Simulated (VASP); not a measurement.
Runs of VASP 6.6.1 on NaF. The structure is that of space group Fm-3m (No. 225), or close to it. The cells are those of the table. 

| task | cell | gap on the mesh (eV) | pressure (GPa) |
| --- | --- | --- | --- |
| single point | a = 3.211 Å, angles 60.0°, 2 atoms | 6.29 | -1.5 |
| electric field gradients | a = 3.254 Å, angles 60.0°, 2 atoms | (b) | -3.5 |
| electric field gradients | a = 3.233 Å, angles 60.0°, 2 atoms | 6.17 | -2.6 |
| single point | a = 3.275 Å, angles 60.0°, 2 atoms | 5.96 | (a) |
| single point | a = 3.189 Å, angles 60.0°, 2 atoms | 6.41 | -0.3 |
| electric field gradients | a = 3.211 Å, angles 60.0°, 2 atoms | 6.29 | -1.5 |
| electric field gradients | a = 3.189 Å, angles 60.0°, 2 atoms | 6.41 | -0.3 |
| electric field gradients | a = 3.275 Å, angles 60.0°, 2 atoms | 5.96 | -4.3 |

Alike in all rows: level LDA; potentials or basis VASP PAW LDA potentials, release 64 (Na_pv, F); no spin polarisation; k mesh 10 × 10 × 10; cutoff (eV) 520; smearing fermi-dirac 0.03 eV.

Question: Estimate the missing entries.

Answer: (a) -4.4; (b) 6.07.

A k mesh can miss the band edges.
